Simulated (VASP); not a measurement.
# Al (Fd-3m) in VASP: notebook, part 2 of 2

VASP 6.6.1. Earlier steps stand in the parts before.

## 3. Single point, PBE

Contents of INCAR:

```
ALGO = Normal
EDIFF = 1E-6
ENCUT = 520
GGA = PE
ISIF = 2
ISMEAR = -1
LASPH = True
LCHARG = False
LREAL = False
LWAVE = False
NBANDS = 10
NELM = 100
PREC = Accurate
SIGMA = 0.08
```

Contents of KPOINTS:

```
k-points
0
Gamma
  16 16 16
```

Contents of POSCAR:

```
Al
1.0
    0.0000000000      2.0237951709      2.0237951709
    2.0237951709      0.0000000000      2.0237951709
    2.0237951709      2.0237951709      0.0000000000
Al
2
Direct
   -0.1250000000     -0.1250000000     -0.1250000000
    0.1250000000      0.1250000000      0.1250000000
```

Potentials or basis: VASP PAW PBE potentials, release 64 (Al).

Launch:

```bash
cat potpaw_PBE.64/Al/POTCAR > POTCAR
mpirun -np 1 vasp_std > vasp.out
```

OUTCAR:

```text
EDIFF = 1E-6
   ENCUT = 520
   GGA = PE
   ISIF = 2
   ISMEAR = -1
   LASPH = True
   LREAL = False
   NELM = 100
   PREC = Accurate

 ion  position               nearest neighbor table
   1  0.875  0.875  0.875-   2 1.75   2 1.75   2 1.75   2 1.75   2 3.36   2 3.36   2 3.36   2 3.36
                             2 3.36   2 3.36   2 3.36   2 3.36   2 3.36   2 3.36   2 3.36   2 3.36
   2  0.125  0.125  0.125-   1 1.75   1 1.75   1 1.75   1 1.75   1 3.36   1 3.36   1 3.36   1 3.36
                             1 3.36   1 3.36   1 3.36   1 3.36   1 3.36   1 3.36   1 3.36   1 3.36

  LATTYP: Found a face centered cubic cell.
 ALAT       =     4.0475903418

  Lattice vectors:

 A1 = (   0.0000000000,   2.0237951709,   2.0237951709)
 A2 = (   2.0237951709,   0.0000000000,   2.0237951709)
 A3 = (   2.0237951709,   2.0237951709,   0.0000000000)

Analysis of symmetry for initial positions (statically):
=====================================================================
 Subroutine PRICEL returns:
 Original cell was already a primitive cell.

 Routine SETGRP: Setting up the symmetry group for a
 face centered cubic supercell.

 Subroutine GETGRP returns: Found 48 space group operations
 (whereof 12 operations were pure point group operations)
 out of a pool of 48 trial point group operations.

The static configuration has the point symmetry D_3d.
 The point group associated with its full space group is O_h .

Analysis of symmetry for dynamics (positions and initial velocities):
=====================================================================
 Subroutine PRICEL returns:
 Original cell was already a primitive cell.

 Routine SETGRP: Setting up the symmetry group for a
 face centered cubic supercell.

 Subroutine GETGRP returns: Found 48 space group operations
 (whereof 12 operations were pure point group operations)
 out of a pool of 48 trial point group operations.

The dynamic configuration has the point symmetry D_3d.
 The point group associated with its full space group is O_h .

 Subroutine INISYM returns: Found 48 space group operations
 (whereof 12 operations are pure point group operations),
 and found     1 'primitive' translations

----------------------------------------------------------------------------------------

                                     Primitive cell

  volume of cell :      16.5779

  direct lattice vectors                    reciprocal lattice vectors
     0.000000000  2.023795171  2.023795171    -0.247060576  0.247060576  0.247060576
     2.023795171  0.000000000  2.023795171     0.247060576 -0.247060576  0.247060576
     2.023795171  2.023795171  0.000000000     0.247060576  0.247060576 -0.247060576

  length of vectors
     2.862078578  2.862078578  2.862078578     0.427921470  0.427921470  0.427921470

  position of ions in fractional coordinates (direct lattice)
     0.875000000  0.875000000  0.875000000
     0.125000000  0.125000000  0.125000000

  ion indices of the primitive-cell ions
   primitive index   ion index
                 1           1
                 2           2

----------------------------------------------------------------------------------------

 KPOINTS: k-points

Automatic generation of k-mesh.
 Grid dimensions read from file:
 generate k-points for:   16   16   16

 Generating k-lattice:

  Cartesian coordinates                     Fractional coordinates (reciprocal lattice)
    -0.015441286  0.015441286  0.015441286     0.062500000  0.000000000  0.000000000
     0.015441286 -0.015441286  0.015441286     0.000000000  0.062500000  0.000000000
     0.015441286  0.015441286 -0.015441286     0.000000000  0.000000000  0.062500000

  Length of vectors
     0.026745092  0.026745092  0.026745092

  Shift w.r.t. Gamma in fractional coordinates (k-lattice)
     0.000000000  0.000000000  0.000000000

 Subroutine IBZKPT returns following result:
 ===========================================

 Found    145 irreducible k-points:

 Following reciprocal coordinates:
            Coordinates               Weight
  0.000000  0.000000  0.000000      1.000000
  0.062500  0.000000  0.000000      8.000000
  0.125000  0.000000  0.000000      8.000000
  0.187500  0.000000  0.000000      8.000000
  0.250000  0.000000  0.000000      8.000000
  0.312500  0.000000  0.000000      8.000000
[... 16 lines left out ...]
 -0.125000  0.062500  0.000000     24.000000
 -0.062500  0.062500  0.000000     12.000000
 [... further k-points ...]
   k-points           NKPTS =    145   k-points in BZ     NKDIM =    145   number of bands    NBANDS=     10
   number of dos      NEDOS =    301   number of ions     NIONS =      2
   total plane-waves  NPLWV =  13824
   dimension x,y,z NGX =    24 NGY =   24 NGZ =   24
   dimension x,y,z NGXF=    48 NGYF=   48 NGZF=   48
   ions per type =               2
   NGX,Y,Z   is equivalent  to a cutoff of  13.94, 13.94, 13.94 a.u.
   NGXF,Y,Z  is equivalent  to a cutoff of  27.88, 27.88, 27.88 a.u.
 SYSTEM =  unknown system
   PREC   = accura    normal or accurate (medium, high low for compatibility)
   ISTART =      0    job   : 0-new  1-cont  2-samecut
   ICHARG =      2    charge: 1-file 2-atom 10-const
   ISPIN  =      1    spin polarized calculation?
   LNONCOLLINEAR =      F non collinear calculations
   LSORBIT =      F    spin-orbit coupling
   LASPH  =      T    aspherical Exc in radial PAW
   ENCUT  =  520.0 eV  38.22 Ry    6.18 a.u.   5.32  5.32  5.32*2*pi/ulx,y,z
   NELM   =    100;   NELMIN=  2; NELMDL= -5     # of ELM steps
   EDIFF  = 0.1E-05   stopping-criterion for ELM
   LREAL  =      F    real-space projection
   EDIFFG = 0.1E-04   stopping-criterion for IOM
   NSW    =      0    number of steps for IOM
   IBRION =     -1    ionic relax: 0-MD 1-quasi-New 2-CG
   NFREE  =      0    steps in history (QN), initial steepest desc. (CG)
   ISIF   =      2    stress and relaxation
   ISYM   =      2    0-nonsym 1-usesym 2-fastsym
   POTIM  = 0.5000    time-step for ionic-motion
   TEBEG  =    0.0;   TEEND  =   0.0 temperature during run
   PSTRESS=    0.0 pullay stress
   NELECT =       6.0000    total number of electrons
   NUPDOWN=      -1.0000    fix difference up-down
   EMIN   =  10.00;   EMAX   =-10.00  energy-range for DOS
   EFERMI =   0.00;   METHOD = LEGACY
   ISMEAR =    -1;   SIGMA  =   0.08  broadening in eV -4-tet -1-fermi 0-gaus
   EFERMI_NEDOS =   21; number of points for ismear=-14 and -15
   IALGO  =     38    algorithm
   IMIX   =      4    mixing-type and parameters
     AMIX     =   0.40;   BMIX     =  1.00
     AMIX_MAG =   1.60;   BMIX_MAG =  1.00
  volume/ion in A,a.u.               =       8.29        55.94
  Fermi-wavevector in a.u.,A,eV,Ry     =   1.166672  2.204690 18.519203  1.361123
  Thomas-Fermi vector in A             =   2.303182
   LORBIT       =      0    0 simple, 1 ext, 2 COOP (PROOUT), +10 PAW based schemes
   GGA     = PE    functional components
   LHFCALC =     F    Hartree Fock is set to
   AEXX    =    0.0000 exact exchange contribution
   IVDW    =     0    specifies the selected vdW correction
   LEPSILON=     F    determine dielectric tensor
   LRPA    =     F    only Hartree local field effects (RPA)
 non-spin polarized calculation
  energy-cutoff  :      520.00
  volume of cell :       16.58
 maximum number of plane-waves:       459
 NGX is ok and might be reduce to    24
   NGX = 11   NGY = 11   NGZ = 11

 number of electron       6.0000000 magnetization

 Free energy of the ion-electron system (eV)
  ---------------------------------------------------
  ext. energy  EPLUGINS =         0.00000000
  ---------------------------------------------------
  free energy    TOTEN  =        13.23006848 eV

  energy without entropy =       13.24315415  energy(sigma->0) =       13.23661132

 E-fermi :  17.1708     XC(G=0): -12.9301

 val. band max:       17.1654435862   @ k =   0.5000   0.3125   0.0000
 cond. band min:      17.1863376467   @ k =  -0.4375   0.1875   0.0625
 fundamental gap:      0.0208940604
 Fermi energy:        17.1708019511

 k-point     1 :       0.0000    0.0000    0.0000
  band No.  band energies     occupation
      1       1.1327      2.00000
      2      22.3517      0.00000
      3      22.3517      0.00000
      4      22.3517      0.00000
      5      23.5836      0.00000
      6      23.5836      0.00000
      7      23.5836      0.00000
      8      27.0243      0.00000
      9      27.0243      0.00000
     10      33.6370      0.00000
[... 287 lines left out ...]
 k-point    24 :      -0.0625    0.0625    0.0000
  band No.  band energies     occupation
      1       1.4139      2.00000
      2      20.4089      0.00000
      3      20.5208      0.00000
      4      22.5411      0.00000
      5      23.7996      0.00000
      6      24.9624      0.00000
      7      25.2399      0.00000
      8      25.8659      0.00000
      9      26.7403      0.00000
     10      33.0048      0.00000

 [... further k-points ...]
[... 5 lines left out ...]
  --------------------------------------------------------------------------------------
  -------------------------------------------------------------------------------------
  Total       41.4983843     41.4983843     41.4983843     -0.0000000     -0.0000000      0.0000000
  in kB     4010.6254862   4010.6254862   4010.6254862     -0.0000000     -0.0000000      0.0000000
  external PRESSURE =    4010.6254862 kB  Pullay stress =       0.0000000 kB

 VOLUME and BASIS-vectors are now :
 -----------------------------------------------------------------------------
  energy-cutoff  :      520.00
  volume of cell :       16.58
      direct lattice vectors                 reciprocal lattice vectors
     0.000000000  2.023795171  2.023795171    -0.247060576  0.247060576  0.247060576
     2.023795171  0.000000000  2.023795171     0.247060576 -0.247060576  0.247060576
     2.023795171  2.023795171  0.000000000     0.247060576  0.247060576 -0.247060576

 POSITION                                       TOTAL-FORCE (eV/Angst)
 -----------------------------------------------------------------------------------
      3.54164      3.54164      3.54164         0.000000      0.000000      0.000000
      0.50595      0.50595      0.50595        -0.000000     -0.000000     -0.000000
 -----------------------------------------------------------------------------------
    total drift:                                0.000000     -0.000000     -0.000000

  FREE ENERGIE OF THE ION-ELECTRON SYSTEM (eV)
  ---------------------------------------------------
  free  energy   TOTEN  =        13.2300684822 eV

  energy  without entropy=       13.2431541517  energy(sigma->0) =       13.23661132
```

OSZICAR:

```text
N       E                     dE             d eps       ncg     rms          rms(c)
DAV:   1     0.233299579312E+02    0.23330E+02   -0.25785E+03  2916   0.502E+02
DAV:   2     0.128762939450E+02   -0.10454E+02   -0.10089E+02  3866   0.720E+01
DAV:   3     0.126781429317E+02   -0.19815E+00   -0.19730E+00  3602   0.820E+00
DAV:   4     0.126772421490E+02   -0.90078E-03   -0.90071E-03  3298   0.580E-01
DAV:   5     0.126772347740E+02   -0.73750E-05   -0.73748E-05  3488   0.483E-02    0.482E+00
DAV:   6     0.130430558505E+02    0.36582E+00   -0.34556E-02  3058   0.135E+00    0.268E+00
DAV:   7     0.132293552550E+02    0.18630E+00   -0.64234E-02  3018   0.192E+00    0.904E-01
DAV:   8     0.132284776894E+02   -0.87757E-03   -0.15185E-03  3270   0.284E-01    0.415E-01
DAV:   9     0.132300686797E+02    0.15910E-02   -0.60632E-04  3064   0.164E-01    0.488E-02
DAV:  10     0.132300684822E+02   -0.19745E-06   -0.89631E-06  3478   0.220E-02
   1 F= 0.13230068E+02 E0= 0.13236611E+02  d E =-.130857E-01
```

stdout:

```text
POSCAR found type information on POSCAR Al
 POSCAR found :  1 types and       2 ions
 scaLAPACK will be used
 LDA part: xc-table for (Slater+PW92), standard interpolation
 POSCAR, INCAR and KPOINTS ok, starting setup
 FFT: planning ... GRIDC
 FFT: planning ... GRID_SOFT
 FFT: planning ... GRID
 WAVECAR not read
 entering main loop
```

Wall time 30 s (1 thread of Intel Xeon 8259CL, shared host); peak memory 0.11 GiB.

Results:

```yaml
Free_energy: 13.2301 eV
Pressure: 401.1 GPa
Band_gap_on_the_k_mesh: zero (band 3 reaches 22.35 eV, above the bottom of band 4 at 12.07 eV)
```
